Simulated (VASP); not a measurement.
# TaSi (zincblende type) (F-43m) in VASP: notebook

The runs below take TaSi (zincblende type) through single point, relaxation of cell and atoms, with PBE.

Program: VASP 6.6.1. These are calculated values, not measurements. Logs are shortened: lines on timing, memory, paths and dates and some standing lists are left out, and cuts for length are marked.

## Step 1: The cell of the first run

Symmetry: F-43m, No. 216, cubic system. The conventional cell has a = 4.215 Å, b = 4.215 Å, c = 4.215 Å, α = 90.00°, β = 90.00°, γ = 90.00°. Within 2.4 Å of Ta (site symmetry -43m) lie 4 Si at 1.82 Å. Si (site symmetry -43m) has 4 Ta at 1.82 Å within 2.4 Å.

## Step 2: Single point, PBE

INCAR reads:

```
PREC = Accurate
ENCUT = 520
EDIFF = 1E-7
ISMEAR = -1
SIGMA = 0.1
LREAL = F
LASPH = T
NELM = 60
ALGO = Normal
ISIF = 2
LWAVE = F
LCHARG = F
GGA = PE
NBANDS = 14
```

KPOINTS reads:

```
regular mesh
0
Gamma
  14 14 14
```

POSCAR reads:

```
TaSi
1.0
    0.0000000000      2.1072916469      2.1072916469
    2.1072916469      0.0000000000      2.1072916469
    2.1072916469      2.1072916469      0.0000000000
Ta Si
1 1
Direct
    0.0000000000      0.0000000000      0.0000000000
    0.2500000000      0.2500000000      0.2500000000
```

Potentials or basis: VASP PAW PBE potentials, release 64 (Ta_pv, Si).

On the command line:

```bash
cat potpaw_PBE.64/Ta_pv/POTCAR potpaw_PBE.64/Si/POTCAR > POTCAR
mpirun -np 1 vasp_std > vasp.out
```

OUTCAR:

```text
PREC = Accurate
   ENCUT = 520
   EDIFF = 1E-7
   ISMEAR = -1
   LREAL = F
   LASPH = T
   NELM = 60
   ISIF = 2
   GGA = PE

 ion  position               nearest neighbor table
   1  0.000  0.000  0.000-   2 1.82   2 1.82   2 1.82   2 1.82
   2  0.250  0.250  0.250-   1 1.82   1 1.82   1 1.82   1 1.82

  LATTYP: Found a face centered cubic cell.
 ALAT       =     4.2145832938

  Lattice vectors:

 A1 = (   0.0000000000,   2.1072916469,   2.1072916469)
 A2 = (   2.1072916469,   0.0000000000,   2.1072916469)
 A3 = (   2.1072916469,   2.1072916469,   0.0000000000)

Analysis of symmetry for initial positions (statically):
=====================================================================
 Subroutine PRICEL returns:
 Original cell was already a primitive cell.

 Routine SETGRP: Setting up the symmetry group for a
 face centered cubic supercell.

 Subroutine GETGRP returns: Found 24 space group operations
 (whereof 24 operations were pure point group operations)
 out of a pool of 48 trial point group operations.

The static configuration has the point symmetry T_d .

Analysis of symmetry for dynamics (positions and initial velocities):
=====================================================================
 Subroutine PRICEL returns:
 Original cell was already a primitive cell.

 Routine SETGRP: Setting up the symmetry group for a
 face centered cubic supercell.

 Subroutine GETGRP returns: Found 24 space group operations
 (whereof 24 operations were pure point group operations)
 out of a pool of 48 trial point group operations.

The dynamic configuration has the point symmetry T_d .

 Subroutine INISYM returns: Found 24 space group operations
 (whereof 24 operations are pure point group operations),
 and found     1 'primitive' translations

----------------------------------------------------------------------------------------

                                     Primitive cell

  volume of cell :      18.7156

  direct lattice vectors                    reciprocal lattice vectors
     0.000000000  2.107291647  2.107291647    -0.237271381  0.237271381  0.237271381
     2.107291647  0.000000000  2.107291647     0.237271381 -0.237271381  0.237271381
     2.107291647  2.107291647  0.000000000     0.237271381  0.237271381 -0.237271381

[... 83 lines left out ...]
   EDIFF  = 0.1E-06   stopping-criterion for ELM
   LREAL  =      F    real-space projection
   EDIFFG = 0.1E-05   stopping-criterion for IOM
   NSW    =      0    number of steps for IOM
   IBRION =     -1    ionic relax: 0-MD 1-quasi-New 2-CG
   NFREE  =      0    steps in history (QN), initial steepest desc. (CG)
   ISIF   =      2    stress and relaxation
   ISYM   =      2    0-nonsym 1-usesym 2-fastsym
   POTIM  = 0.5000    time-step for ionic-motion
   TEBEG  =    0.0;   TEEND  =   0.0 temperature during run
   PSTRESS=    0.0 pullay stress
   NELECT =      15.0000    total number of electrons
   NUPDOWN=      -1.0000    fix difference up-down
   EMIN   =  10.00;   EMAX   =-10.00  energy-range for DOS
   EFERMI =   0.00;   METHOD = LEGACY
   ISMEAR =    -1;   SIGMA  =   0.10  broadening in eV -4-tet -1-fermi 0-gaus
   EFERMI_NEDOS =   21; number of points for ismear=-14 and -15
   IALGO  =     38    algorithm
   IMIX   =      4    mixing-type and parameters
     AMIX     =   0.40;   BMIX     =  1.00
     AMIX_MAG =   1.60;   BMIX_MAG =  1.00
  volume/ion in A,a.u.               =       9.36        63.15
  Fermi-wavevector in a.u.,A,eV,Ry     =   1.520678  2.873665 31.462951  2.312462
  Thomas-Fermi vector in A             =   2.629496
   LORBIT       =      0    0 simple, 1 ext, 2 COOP (PROOUT), +10 PAW based schemes
   GGA     = PE    functional components
   LHFCALC =     F    Hartree Fock is set to
   AEXX    =    0.0000 exact exchange contribution
   IVDW    =     0    specifies the selected vdW correction
   LEPSILON=     F    determine dielectric tensor
   LRPA    =     F    only Hartree local field effects (RPA)
 non-spin polarized calculation
  energy-cutoff  :      520.00
  volume of cell :       18.72
 maximum number of plane-waves:       531
 NGX is ok and might be reduce to    24
   NGX = 11   NGY = 11   NGZ = 11

 number of electron      15.0000001 magnetization

 Free energy of the ion-electron system (eV)
  ---------------------------------------------------
  ext. energy  EPLUGINS =         0.00000000
  ---------------------------------------------------
  free energy    TOTEN  =         4.44241986 eV

  energy without entropy =        4.46391442  energy(sigma->0) =        4.45316714

 E-fermi :  13.5847     XC(G=0): -14.4804

 val. band max:       13.5788898969   @ k =  -0.4286   0.4286   0.0714
 cond. band min:      13.6708221180   @ k =  -0.1429   0.1429   0.0000
 fundamental gap:      0.0919322211
 Fermi energy:        13.5846911207

 k-point     1 :       0.0000    0.0000    0.0000
  band No.  band energies     occupation
      1     -20.4341      2.00000
      2     -20.4341      2.00000
      3     -20.4341      2.00000
      4       0.2646      2.00000
      5       8.5724      2.00000
      6       8.5724      2.00000
      7       8.5724      2.00000
      8      12.8969      1.99794
      9      12.8969      1.99794
     10      23.4126      0.00000
     11      23.4126      0.00000
     12      23.4126      0.00000
     13      24.5164      0.00000
     14      29.4282      0.00000
[... 377 lines left out ...]
      1     -21.1773      2.00000
      2     -20.6172      2.00000
      3     -20.6065      2.00000
      4       2.9547      2.00000
      5       7.4468      2.00000
      6       9.2110      2.00000
      7       9.8680      2.00000
      8      11.5370      2.00000
      9      14.1965      0.00440
     10      21.5866      0.00000
     11      24.7372      0.00000
     12      26.3053      0.00000
     13      27.9012      0.00000
     14      29.5017      0.00000

 [... further k-points ...]
[... 5 lines left out ...]
  --------------------------------------------------------------------------------------
  -------------------------------------------------------------------------------------
  Total       51.3546391     51.3546391     51.3546391      0.0000000      0.0000000      0.0000000
  in kB     4396.2899819   4396.2899819   4396.2899819      0.0000000      0.0000000      0.0000000
  external PRESSURE =    4396.2899819 kB  Pullay stress =       0.0000000 kB

 VOLUME and BASIS-vectors are now :
 -----------------------------------------------------------------------------
  energy-cutoff  :      520.00
  volume of cell :       18.72
      direct lattice vectors                 reciprocal lattice vectors
     0.000000000  2.107291647  2.107291647    -0.237271381  0.237271381  0.237271381
     2.107291647  0.000000000  2.107291647     0.237271381 -0.237271381  0.237271381
     2.107291647  2.107291647  0.000000000     0.237271381  0.237271381 -0.237271381

 POSITION                                       TOTAL-FORCE (eV/Angst)
 -----------------------------------------------------------------------------------
      0.00000      0.00000      0.00000         0.000000      0.000000     -0.000000
      1.05365      1.05365      1.05365        -0.000000     -0.000000      0.000000
 -----------------------------------------------------------------------------------
    total drift:                               -0.000000     -0.000000     -0.000000

  FREE ENERGIE OF THE ION-ELECTRON SYSTEM (eV)
  ---------------------------------------------------
  free  energy   TOTEN  =         4.4424198575 eV

  energy  without entropy=        4.4639144221  energy(sigma->0) =        4.45316714
```

OSZICAR:

```text
N       E                     dE             d eps       ncg     rms          rms(c)
DAV:   1     0.110789049504E+03    0.11079E+03   -0.77917E+03  2912   0.107E+03
DAV:   2     0.581753631434E+01   -0.10497E+03   -0.99433E+02  3320   0.294E+02
DAV:   3     0.370914360325E+01   -0.21084E+01   -0.20915E+01  3602   0.391E+01
DAV:   4     0.370014023854E+01   -0.90034E-02   -0.90023E-02  3524   0.284E+00
DAV:   5     0.370008011959E+01   -0.60119E-04   -0.60116E-04  3728   0.226E-01    0.340E+01
DAV:   6     0.425359530468E+01    0.55352E+00   -0.25759E-01  3854   0.406E+00    0.189E+01
DAV:   7     0.443894543754E+01    0.18535E+00   -0.21952E-01  3758   0.340E+00    0.170E+00
DAV:   8     0.444208789420E+01    0.31425E-02   -0.17390E-02  3338   0.133E+00    0.195E-01
DAV:   9     0.444240418843E+01    0.31629E-03   -0.90561E-04  3602   0.216E-01    0.845E-02
DAV:  10     0.444241910415E+01    0.14916E-04   -0.29591E-05  3566   0.589E-02    0.409E-02
DAV:  11     0.444241970293E+01    0.59878E-06   -0.15576E-06  3506   0.114E-02    0.488E-03
DAV:  12     0.444241986252E+01    0.15959E-06   -0.40548E-08  2446   0.188E-03    0.595E-04
DAV:  13     0.444241985746E+01   -0.50632E-08   -0.46125E-09  2104   0.606E-04
   1 F= 0.44424199E+01 E0= 0.44531671E+01  d E =-.214946E-01
```

Wall time 9.5 s (1 thread of Intel Xeon 6975P-C (Granite Rapids), shared host); peak memory 0.16 GiB.

What came out:

* Free energy: 4.4424 eV
* Pressure: 439.6 GPa

Caveat: spin-orbit coupling is left out, which moves the levels of the heavy elements.

## Step 3: Single point, PBE

This run uses another cell than the first one, of 9.33 Å³/atom, 0.997 times its volume.

INCAR reads:

```
SYSTEM = TaSi
PREC = Accurate
ENCUT = 520
EDIFF = 1E-7
ISMEAR = -1
SIGMA = 0.1
LREAL = .FALSE.
LASPH = .TRUE.
NELM = 60
ALGO = Normal
ISIF = 2
LWAVE = .FALSE.
LCHARG = .FALSE.
GGA = PE
NBANDS = 14
```

KPOINTS reads:

```
regular mesh
0
G
  14 14 14
  0 0 0
```

POSCAR reads:

```
TaSi
1.0
    0.0000000000      2.1054622513      2.1054622513
    2.1054622513      0.0000000000      2.1054622513
    2.1054622513      2.1054622513      0.0000000000
Ta Si
1 1
Direct
    0.0000000000      0.0000000000      0.0000000000
    0.2500000000      0.2500000000      0.2500000000
```

Potentials or basis: VASP PAW PBE potentials, release 64 (Ta_pv, Si).

On the command line:

```bash
cat potpaw_PBE.64/Ta_pv/POTCAR potpaw_PBE.64/Si/POTCAR > POTCAR
mpirun -np 1 vasp_std > vasp.out
```

Run time: 9.4 s. Hardware: 1 thread of Intel Xeon 6975P-C (Granite Rapids), shared host; peak memory 0.16 GiB.

The run converged. Its results:

| Property | Result |
| --- | --- |
| Free energy | 4.5766 eV |
| Pressure | 442.9 GPa |

Levels at points of the mesh, in eV from the Fermi level:
```tsv
k point	band 6	band 7	band 8	band 9	band 10	band 11
(0.00, 0.00, 0.00)	-5.02	-5.02	-0.70	-0.70	9.84	9.84
(0.50, 0.00, 0.00)	-4.87	-3.93	2.18	2.18	4.98	8.11
(0.50, 0.50, 0.00)	-0.87	2.14	2.14	3.73	4.26	4.26
```

Caveat: spin-orbit coupling is left out, which moves the levels of the heavy elements.

## Step 4: Relaxation of cell and atoms, PBE, target pressure 430 GPa, at which the enthalpy is minimised

This run uses another cell than the first one, of 8.82 Å³/atom, 0.943 times its volume.

INCAR reads:

```
SYSTEM = TaSi
ALGO = Normal
EDIFF = 1E-6
EDIFFG = -0.005
ENCUT = 600
GGA = PE
IBRION = 2
ISIF = 3
ISMEAR = -1
LASPH = .True.
LCHARG = .False.
LREAL = .False.
LWAVE = .False.
NELM = 100
NSW = 60
PREC = Accurate
PSTRESS = 4300.0
SIGMA = 0.1
```

KPOINTS reads:

```
k-points
0
Gamma
  14 14 14
  0 0 0
```

POSCAR reads:

```
TaSi
1.0
    0.0000000000      2.0661151774      2.0661151774
    2.0661151774      0.0000000000      2.0661151774
    2.0661151774      2.0661151774      0.0000000000
Ta Si
1 1
Direct
    0.0000000000      0.0000000000      0.0000000000
    0.2500000000      0.2500000000      0.2500000000
```

Potentials or basis: VASP PAW PBE potentials, release 64 (Ta_pv, Si).

On the command line:

```bash
cat potpaw_PBE.64/Ta_pv/POTCAR potpaw_PBE.64/Si/POTCAR > POTCAR
mpirun -np 1 vasp_std > vasp.out
```

OUTCAR:

```text
SYSTEM = TaSi
   EDIFF = 1E-6
   EDIFFG = -0.005
   ENCUT = 600
   GGA = PE
   IBRION = 2
   ISIF = 3
   ISMEAR = -1
   LASPH = .True.
   LREAL = .False.
   NELM = 100
   NSW = 60
   PREC = Accurate
   PSTRESS = 4300.0

 ion  position               nearest neighbor table
   1  0.000  0.000  0.000-   2 1.79   2 1.79   2 1.79   2 1.79
   2  0.250  0.250  0.250-   1 1.79   1 1.79   1 1.79   1 1.79

  LATTYP: Found a face centered cubic cell.
 ALAT       =     4.1322303548

  Lattice vectors:

 A1 = (   0.0000000000,   2.0661151774,   2.0661151774)
 A2 = (   2.0661151774,   0.0000000000,   2.0661151774)
 A3 = (   2.0661151774,   2.0661151774,   0.0000000000)

Analysis of symmetry for initial positions (statically):
=====================================================================
 Subroutine PRICEL returns:
 Original cell was already a primitive cell.

 Routine SETGRP: Setting up the symmetry group for a
 face centered cubic supercell.

 Subroutine GETGRP returns: Found 24 space group operations
 (whereof 24 operations were pure point group operations)
 out of a pool of 48 trial point group operations.

The static configuration has the point symmetry T_d .

Analysis of symmetry for dynamics (positions and initial velocities):
=====================================================================
 Subroutine PRICEL returns:
 Original cell was already a primitive cell.
[... 193 lines left out ...]

 number of electron      15.0000003 magnetization

 E-fermi :   6.3265     XC(G=0): -11.4514

 val. band max:        6.3233518294   @ k =   0.5000   0.2857   0.1429
 cond. band min:       6.3486888797   @ k =   0.4286   0.2143   0.0714
 fundamental gap:      0.0253370503
 Fermi energy:         6.3264905800

 k-point     1 :       0.0000    0.0000    0.0000
  band No.  band energies     occupation
      1     -27.5744      2.00000
      2     -27.5744      2.00000
      3     -27.5744      2.00000
      4      -4.1455      2.00000
      5       3.5075      2.00000
      6       3.5075      2.00000
      7       3.5075      2.00000
      8       7.0189      0.00197
      9       7.0189      0.00197
     10      13.1911      0.00000
     11      14.5403      0.00000
[... 393 lines left out ...]
  energy  without entropy=        2.6025867853  energy(sigma->0) =        2.59011746

  enthalpy is  TOTEN    =        54.7329101527 eV   P V=       52.1552620161

[... ionic steps 4 to 15 ...]

--------------------------------------- Ionic step       16  -------------------------------------------

 number of electron      15.0000001 magnetization

------------------------ aborting loop because EDIFF is reached ----------------------------------------
[... 71 lines left out ...]
--------------------------------------- Ionic step       18  -------------------------------------------

 number of electron      15.0000001 magnetization

 Free energy of the ion-electron system (eV)
  ---------------------------------------------------
  ext. energy  EPLUGINS =         0.00000000
  ---------------------------------------------------
  free energy    TOTEN  =         4.04711288 eV

  energy without entropy =        4.06925250  energy(sigma->0) =        4.05818269

 E-fermi :  13.4703     XC(G=0): -14.4372

 val. band max:       13.4501876799   @ k =  -0.4286   0.4286   0.0714
 cond. band min:      13.5706295674   @ k =  -0.1429   0.1429   0.0000
 fundamental gap:      0.1204418875
 Fermi energy:        13.4703494296

 k-point     1 :       0.0000    0.0000    0.0000
  band No.  band energies     occupation
      1     -20.5340      2.00000
      2     -20.5340      2.00000
      3     -20.5340      2.00000
      4       0.1764      2.00000
      5       8.4885      2.00000
      6       8.4885      2.00000
      7       8.4885      2.00000
      8      12.8093      1.99731
      9      12.8093      1.99731
     10      23.2732      0.00000
     11      23.2732      0.00000
[... 355 lines left out ...]
  energy  without entropy=        4.0692525025  energy(sigma->0) =        4.05818269

  enthalpy is  TOTEN    =        54.6679460696 eV   P V=       50.6208331893

 reached required accuracy - stopping structural energy minimisation
```

CONTCAR:

```text
TaSi
   1.00000000000000
    -0.0000000000000000    2.1127452797581650    2.1127452797581650
     2.1127452797581650   -0.0000000000000000    2.1127452797581650
     2.1127452797581650    2.1127452797581650   -0.0000000000000000
  Ta              Si
     1     1
Direct
     0.0000000000000000    0.0000000000000000    0.0000000000000000
     0.2500000000000000    0.2500000000000000    0.2500000000000000

  0.00000000E+00  0.00000000E+00  0.00000000E+00
  0.00000000E+00  0.00000000E+00  0.00000000E+00
```

Run time: 45 s. Hardware: 1 thread of Intel Xeon 6975P-C (Granite Rapids), shared host; peak memory 0.17 GiB.

Results:

| Item | Value |
| --- | --- |
| Free energy | 4.0471 eV |
| Relaxed volume | 9.43 Å³/atom |
| Relaxed cell | a = 2.988 Å, b = 2.988 Å, c = 2.988 Å, α = 60.00°, β = 60.00°, γ = 60.00° |
| Space group after relaxing (to 0.05 Å) | F-43m (No. 216) |
| Energy change on relaxing (the enthalpy is what falls) | -1805.0 meV/atom |
| Ionic steps | 18 |
| Pressure after relaxing | 429.9 GPa |

Step by step:
```
step  energy change (eV)  largest force (eV/Å)  pressure (GPa)  volume (Å³)
   1              0.0000                0.0000          520.78        17.64
   2            -20.7218                0.0000           62.14        33.72
   3             -5.0794                0.0000          394.37        19.43
   4             -3.6587                0.0000          428.74        18.88
   5             -3.5907                0.0000          430.39        18.85
   6             -3.5914                0.0000          430.39        18.85
   7             -3.5933                0.0000          430.36        18.86
   8             -3.5933                0.0000          430.34        18.86
   9             -3.5934                0.0000          430.34        18.86
  10             -3.5934                0.0000          430.34        18.86
  11             -3.5935                0.0000          430.34        18.86
  12             -3.5936                0.0000          430.34        18.86
  13             -3.5938                0.0000          430.33        18.86
  14             -3.5944                0.0000          430.32        18.86
  15             -3.5954                0.0000          430.30        18.86
  16             -3.5975                0.0000          430.26        18.86
  17             -3.6017                0.0000          430.18        18.86
  18             -3.6100                0.0000          429.95        18.86
```

Final structure:
```xyz
2
Lattice="0.0000 2.1127 2.1127 2.1127 0.0000 2.1127 2.1127 2.1127 0.0000" Properties=species:S:1:pos:R:3 pbc="T T T"
Ta    0.0000    0.0000    0.0000
Si    1.0564    1.0564    1.0564
```

Levels at points of the mesh, in eV from the Fermi level:
| k point | band 5 | band 6 | band 7 | band 8 | band 9 | band 10 | band 11 |
| --- | --- | --- | --- | --- | --- | --- | --- |
| (0.00, 0.00, 0.00) | -4.98 | -4.98 | -4.98 | -0.66 | -0.66 | 9.80 | 9.80 |
| (0.50, 0.00, 0.00) | -4.81 | -4.81 | -3.96 | 2.17 | 2.17 | 4.88 | 8.08 |
| (0.50, 0.50, 0.00) | -7.99 | -0.94 | 2.09 | 2.09 | 3.70 | 4.22 | 4.22 |

Caveat: the cell is relaxed towards a set pressure, so the enthalpy falls and the energy may rise; spin-orbit coupling is left out, which moves the levels of the heavy elements.

(Continued in part 2 of 2.)
